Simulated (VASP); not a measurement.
SiC (ae), 2 atoms in the cell. The structure is cubic, space group F-43m (No. 216). The conventional cell has a = 4.507 Å, b = 4.507 Å, c = 4.507 Å, α = 90.00°, β = 90.00°, γ = 90.00°. Within 2.6 Å of Si (site symmetry -43m) lie 4 C at 1.95 Å. Within 2.6 Å of C (site symmetry -43m) lie 4 Si at 1.95 Å.  This cell differs from its parent crystal: volume scaled by 1.09.

* Program: VASP 6.6.1
* Task: single point
* Functional: PBE
* Potentials or basis: VASP PAW PBE potentials, release 64 (Si, C)
* Cutoff: 600 eV
* k mesh: 10 × 10 × 10
* Occupations: gaussian, width 0.02 eV
* Spin: no spin polarisation
* Dipole correction: no
* Further INCAR settings: ALGO = Normal; EDIFF = 1e-06; NBANDS = 11

Potentials or basis: VASP PAW PBE potentials, release 64 (Si, C).

Command:

```console
$ cat potpaw_PBE.64/Si/POTCAR potpaw_PBE.64/C/POTCAR > POTCAR
$ mpirun -np 1 vasp_std > vasp.out
```

Hardware: 1 thread of Intel(R) Xeon(R) Platinum 8259CL CPU @ 2.50GHz (Skylake/Cascade Lake), on a shared host.

Problem. How long does it take, and how much memory?

Solution. Wall time 15 s on 1 thread of Intel(R) Xeon(R) Platinum 8259CL CPU @ 2.50GHz (Skylake/Cascade Lake), with other jobs on the host, peak memory 0.15 GiB. Counts: scf iterations 12, k points 47.
